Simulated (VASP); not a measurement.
# Cr (P1) in VASP: single point with PBEsol

Aim: the single point of Cr with PBEsol.

Program: VASP 6.6.1. These are calculated values, not measurements. Logs are shortened: lines on timing, memory, paths and dates and some standing lists are left out, and cuts for length are marked.

### 1 The cell of the first run

The typed cell holds 4 atoms: a = 5.428 Å, b = 2.714 Å, c = 4.410 Å, α = 90.00°, β = 90.00°, γ = 120.00°.

### 2 Single point, PBEsol, collinear spin, ferromagnetic start

Input file INCAR:

```
SYSTEM = Cr
PREC = Accurate ; ENCUT = 520
EDIFF = 1E-6 ; ISMEAR = -1
SIGMA = 0.08 ; LREAL = .FALSE.
LASPH = .TRUE. ; NELM = 150
ALGO = Normal ; ISIF = 2
LWAVE = .FALSE. ; LCHARG = .FALSE.
ISPIN = 2 ; MAGMOM = 3 3 3 3
LORBIT = 11 ; LMAXMIX = 4
GGA = PS ; NBANDS = 36
```

Input file KPOINTS:

```
Automatic mesh
0
G
  4 8 4
  0 0 0
```

Input file POSCAR:

```
Cr
1.0
    5.4280000000      0.0000000000      0.0000000000
   -1.3570000000      2.3503929459      0.0000000000
    0.0000000000      0.0000000000      4.4100000000
Cr
4
Direct
    0.1664285200      0.6628474625      0.2631512472
    0.6730224797      0.6611754016      0.2455090703
    0.3313489753      0.3409655400      0.7408156463
    0.8292000365      0.3350116419      0.7505240363
```

Potentials or basis: VASP PAW PBE potentials, release 64 (Cr_pv).

Launch:

```
$ cat potpaw_PBE.64/Cr_pv/POTCAR > POTCAR
$ mpirun -np 1 vasp_std > vasp.out
```

OUTCAR:

```text
SYSTEM = Cr
   PREC = Accurate
   ENCUT = 520
   EDIFF = 1E-6
   ISMEAR = -1
   LREAL = .FALSE.
   LASPH = .TRUE.
   NELM = 150
   ISIF = 2
   ISPIN = 2
   LORBIT = 11
   GGA = PS

 ion  position               nearest neighbor table
   1  0.166  0.663  0.263-   3 2.60   3 2.64   4 2.67   2 2.68   2 2.70   2 2.73   2 2.75   4 2.76
                             3 2.77   3 2.80
   2  0.673  0.661  0.246-   4 2.65   1 2.68   4 2.69   4 2.70   1 2.70   3 2.71   1 2.73   4 2.73
                             3 2.75   1 2.75
   3  0.331  0.341  0.741-   1 2.60   1 2.64   4 2.70   4 2.71   2 2.71   4 2.72   4 2.73   2 2.75
                             1 2.77   1 2.80
   4  0.829  0.335  0.751-   2 2.65   1 2.67   2 2.69   2 2.70   3 2.70   3 2.71   3 2.72   3 2.73
                             2 2.73   1 2.76

  Warning from LATTYP: Monoclinic adjustment (A1->A3, A2->A1, A3->A2)!
  LATTYP: Found a simple orthorhombic cell.
 ALAT       =     2.7140000000
 B/A-ratio  =     1.6249078850
 C/A-ratio  =     1.7320508076

  Lattice vectors:

 A1 = (  -1.3570000000,   2.3503929459,   0.0000000000)
 A2 = (   0.0000000000,   0.0000000000,   4.4100000000)
 A3 = (   4.0710000000,   2.3503929459,   0.0000000000)

Analysis of symmetry for initial positions (statically):
=====================================================================
 Subroutine PRICEL returns:
 Original cell was already a primitive cell.

 Routine SETGRP: Setting up the symmetry group for a
 simple orthorhombic supercell.

 Subroutine GETGRP returns: Found  1 space group operations
 (whereof  1 operations were pure point group operations)
 out of a pool of  8 trial point group operations.

The static configuration has the point symmetry C_1 .

Analysis of symmetry for dynamics (positions and initial velocities):
=====================================================================
 Subroutine PRICEL returns:
 Original cell was already a primitive cell.

 Routine SETGRP: Setting up the symmetry group for a
 simple orthorhombic supercell.

 Subroutine GETGRP returns: Found  1 space group operations
 (whereof  1 operations were pure point group operations)
 out of a pool of  8 trial point group operations.

The dynamic configuration has the point symmetry C_1 .

Analysis of structural, dynamic, and magnetic symmetry:
=====================================================================
 Subroutine PRICEL returns:
 Original cell was already a primitive cell.

 Routine SETGRP: Setting up the symmetry group for a
 simple orthorhombic supercell.

 Subroutine GETGRP returns: Found  1 space group operations
 (whereof  1 operations were pure point group operations)
 out of a pool of  8 trial point group operations.

The overall configuration has the point symmetry C_1 .

 Subroutine INISYM returns: Found  1 space group operations
 (whereof  1 operations are pure point group operations),
 and found     1 'primitive' translations

----------------------------------------------------------------------------------------

                                     Primitive cell

  volume of cell :      56.2625

  direct lattice vectors                    reciprocal lattice vectors
     5.428000000  0.000000000  0.000000000     0.184229919  0.106365193  0.000000000
    -1.357000000  2.350392946  0.000000000     0.000000000  0.425460773  0.000000000
     0.000000000  0.000000000  4.410000000     0.000000000  0.000000000  0.226757370

  length of vectors
     5.428000000  2.714000000  4.410000000     0.212730387  0.425460773  0.226757370

  position of ions in fractional coordinates (direct lattice)
     0.166428520  0.662847462  0.263151247
     0.673022480  0.661175402  0.245509070
     0.331348975  0.340965540  0.740815646
     0.829200036  0.335011642  0.750524036

  ion indices of the primitive-cell ions
   primitive index   ion index
                 1           1
                 2           2
                 3           3
                 4           4

----------------------------------------------------------------------------------------

 KPOINTS: Automatic mesh

Automatic generation of k-mesh.
 Grid dimensions read from file:
 generate k-points for:    4    8    4

 Generating k-lattice:

  Cartesian coordinates                     Fractional coordinates (reciprocal lattice)
     0.046057480  0.026591298  0.000000000     0.250000000  0.000000000  0.000000000
     0.000000000  0.053182597  0.000000000     0.000000000  0.125000000  0.000000000
     0.000000000  0.000000000  0.056689342     0.000000000  0.000000000  0.250000000

  Length of vectors
     0.053182597  0.053182597  0.056689342

  Shift w.r.t. Gamma in fractional coordinates (k-lattice)
     0.000000000  0.000000000  0.000000000

 Subroutine IBZKPT returns following result:
 ===========================================

 Found     68 irreducible k-points:

 Following reciprocal coordinates:
            Coordinates               Weight
  0.000000  0.000000  0.000000      1.000000
  0.250000 -0.000000  0.000000      2.000000
  0.500000 -0.000000  0.000000      1.000000
  0.000000  0.125000  0.000000      2.000000
 -0.250000  0.125000  0.000000      2.000000
  0.250000  0.125000  0.000000      2.000000
[... 16 lines left out ...]
  0.000000  0.125000  0.250000      2.000000
 -0.250000  0.125000 -0.250000      2.000000
 [... further k-points ...]
   k-points           NKPTS =     68   k-points in BZ     NKDIM =     68   number of bands    NBANDS=     36
   number of dos      NEDOS =    301   number of ions     NIONS =      4
   total plane-waves  NPLWV =  28800
   dimension x,y,z NGX =    40 NGY =   20 NGZ =   36
   dimension x,y,z NGXF=    80 NGYF=   40 NGZF=   72
   ions per type =               4
   NGX,Y,Z   is equivalent  to a cutoff of  12.25, 12.25, 13.57 a.u.
   NGXF,Y,Z  is equivalent  to a cutoff of  24.50, 24.50, 27.14 a.u.
 SYSTEM =  Cr
   PREC   = accura    normal or accurate (medium, high low for compatibility)
   ISTART =      0    job   : 0-new  1-cont  2-samecut
   ICHARG =      2    charge: 1-file 2-atom 10-const
   ISPIN  =      2    spin polarized calculation?
   LNONCOLLINEAR =      F non collinear calculations
   LSORBIT =      F    spin-orbit coupling
   LASPH  =      T    aspherical Exc in radial PAW
   ENCUT  =  520.0 eV  38.22 Ry    6.18 a.u.  10.09  5.05  8.20*2*pi/ulx,y,z
   NELM   =    150;   NELMIN=  2; NELMDL= -5     # of ELM steps
   EDIFF  = 0.1E-05   stopping-criterion for ELM
   LREAL  =      F    real-space projection
   EDIFFG = 0.1E-04   stopping-criterion for IOM
   NSW    =      0    number of steps for IOM
   IBRION =     -1    ionic relax: 0-MD 1-quasi-New 2-CG
   NFREE  =      0    steps in history (QN), initial steepest desc. (CG)
   ISIF   =      2    stress and relaxation
   ISYM   =      2    0-nonsym 1-usesym 2-fastsym
   POTIM  = 0.5000    time-step for ionic-motion
   TEBEG  =    0.0;   TEEND  =   0.0 temperature during run
   PSTRESS=    0.0 pullay stress
   NELECT =      48.0000    total number of electrons
   NUPDOWN=      -1.0000    fix difference up-down
   EMIN   =  10.00;   EMAX   =-10.00  energy-range for DOS
   EFERMI =   0.00;   METHOD = LEGACY
   ISMEAR =    -1;   SIGMA  =   0.08  broadening in eV -4-tet -1-fermi 0-gaus
   EFERMI_NEDOS =   21; number of points for ismear=-14 and -15
   IALGO  =     38    algorithm
   IMIX   =      4    mixing-type and parameters
     AMIX     =   0.40;   BMIX     =  1.00
     AMIX_MAG =   1.60;   BMIX_MAG =  1.00
  volume/ion in A,a.u.               =      14.07        94.92
  Fermi-wavevector in a.u.,A,eV,Ry     =   1.552681  2.934142 32.801180  2.410819
  Thomas-Fermi vector in A             =   2.657021
   LORBIT       =     11    0 simple, 1 ext, 2 COOP (PROOUT), +10 PAW based schemes
   GGA     = PS    functional components
   LHFCALC =     F    Hartree Fock is set to
   AEXX    =    0.0000 exact exchange contribution
   IVDW    =     0    specifies the selected vdW correction
   LEPSILON=     F    determine dielectric tensor
   LRPA    =     F    only Hartree local field effects (RPA)
 spin polarized calculation
  energy-cutoff  :      520.00
  volume of cell :       56.26
 maximum number of plane-waves:      1540
   NGX = 21   NGY = 11   NGZ = 17

 number of electron      48.0000000 magnetization      12.0000000

 number of electron      48.0000000 magnetization       2.8025682

 Free energy of the ion-electron system (eV)
  ---------------------------------------------------
  ext. energy  EPLUGINS =         0.00000000
  ---------------------------------------------------
  free energy    TOTEN  =       -37.87954061 eV

  energy without entropy =      -37.69099003  energy(sigma->0) =      -37.78526532

 E-fermi :   8.1379     XC(G=0): -12.6916

 val. band max:        8.1376977972   @ k =   0.5000  -0.3750   0.2500
 cond. band min:       8.1380690978   @ k =   0.2500   0.5000   0.2500
 fundamental gap:      0.0003713006
 Fermi energy:         8.1378771364

 spin component 1

 k-point     1 :       0.0000    0.0000    0.0000
  band No.  band energies     occupation
      1     -35.1339      1.00000
      2     -35.1249      1.00000
      3     -35.0498      1.00000
      4     -34.8894      1.00000
      5     -34.8771      1.00000
      6     -34.7843      1.00000
[... 28 lines left out ...]
     35      11.0884      0.00000
     36      12.7798      0.00000
[... 866 lines left out ...]
      6     -34.8219      1.00000
[... 28 lines left out ...]
     35      10.9393      0.00000
     36      13.0261      0.00000

 [... further k-points ...]

 spin component 2

 k-point     1 :       0.0000    0.0000    0.0000
  band No.  band energies     occupation
      1     -34.5250      1.00000
      2     -34.4927      1.00000
      3     -34.3915      1.00000
      4     -34.2689      1.00000
      5     -34.2504      1.00000
      6     -34.1253      1.00000
[... 28 lines left out ...]
     35      11.5791      0.00000
     36      13.2283      0.00000
[... 866 lines left out ...]
      6     -34.1513      1.00000
[... 28 lines left out ...]
     35      11.4751      0.00000
     36      13.4554      0.00000

 [... further k-points ...]
[... 5 lines left out ...]
  --------------------------------------------------------------------------------------
  -------------------------------------------------------------------------------------
  Total      -11.9425900    -12.0966954     -9.9685953     -0.1957889     -0.0067298     -0.0770825
  in kB     -340.0871325   -344.4755674   -283.8740167     -5.5754467     -0.1916443     -2.1950648
  external PRESSURE =    -322.8122389 kB  Pullay stress =       0.0000000 kB

 VOLUME and BASIS-vectors are now :
 -----------------------------------------------------------------------------
  energy-cutoff  :      520.00
  volume of cell :       56.26
      direct lattice vectors                 reciprocal lattice vectors
     5.428000000  0.000000000  0.000000000     0.184229919  0.106365193  0.000000000
    -1.357000000  2.350392946  0.000000000     0.000000000  0.425460773  0.000000000
     0.000000000  0.000000000  4.410000000     0.000000000  0.000000000  0.226757370

 POSITION                                       TOTAL-FORCE (eV/Angst)
 -----------------------------------------------------------------------------------
      0.00389      1.55795      1.16050         0.071587     -0.011296     -0.185361
      2.75595      1.55402      1.08270         0.029959     -0.036686     -0.060540
      1.33587      0.80140      3.26700        -0.042628      0.053850      0.195651
      4.04629      0.78741      3.30981        -0.058918     -0.005868      0.050250
 -----------------------------------------------------------------------------------
    total drift:                                0.000028      0.000076      0.000067

  FREE ENERGIE OF THE ION-ELECTRON SYSTEM (eV)
  ---------------------------------------------------
  free  energy   TOTEN  =       -37.8795406116 eV

  energy  without entropy=      -37.6909900327  energy(sigma->0) =      -37.78526532

 total charge

# of ion       s       p       d       tot
------------------------------------------
    1        0.376   6.281   4.061  10.718
    2        0.376   6.281   4.058  10.715
    3        0.375   6.278   4.061  10.715
    4        0.377   6.283   4.058  10.718
--------------------------------------------------
tot          1.505  25.123  16.237  42.865

 magnetization (x)

# of ion       s       p       d       tot
------------------------------------------
    1        0.000   0.018   0.573   0.591
    2        0.001   0.021   0.763   0.785
    3       -0.002   0.015   0.373   0.386
    4        0.002   0.020   0.808   0.830
--------------------------------------------------
tot          0.002   0.075   2.516   2.593
```

Wall time 5.7 min (1 thread of Intel Xeon 6975P-C (Granite Rapids), shared host); peak memory 0.31 GiB.

What came out:

- Free energy: -37.8795 eV
- Pressure: -32.3 GPa
- Largest force: 0.207 eV/Å
- Net moment: 2.80 μB per cell
- Site moments: Cr +0.59, +0.79, +0.39, +0.83 μB
- Valence electrons inside the program's atomic spheres: Cr 10.72, 10.71 (each value once)

Forces on the atoms (eV/Å):
```
Cr   0.072 -0.011 -0.185
Cr   0.030 -0.037 -0.061
Cr  -0.043  0.054  0.196
Cr  -0.059 -0.006  0.050
```

Caveat: the stress differs along the axes, from -34 to -28 GPa; the PAW data sets were made with another functional, which shifts forces and pressure a little.
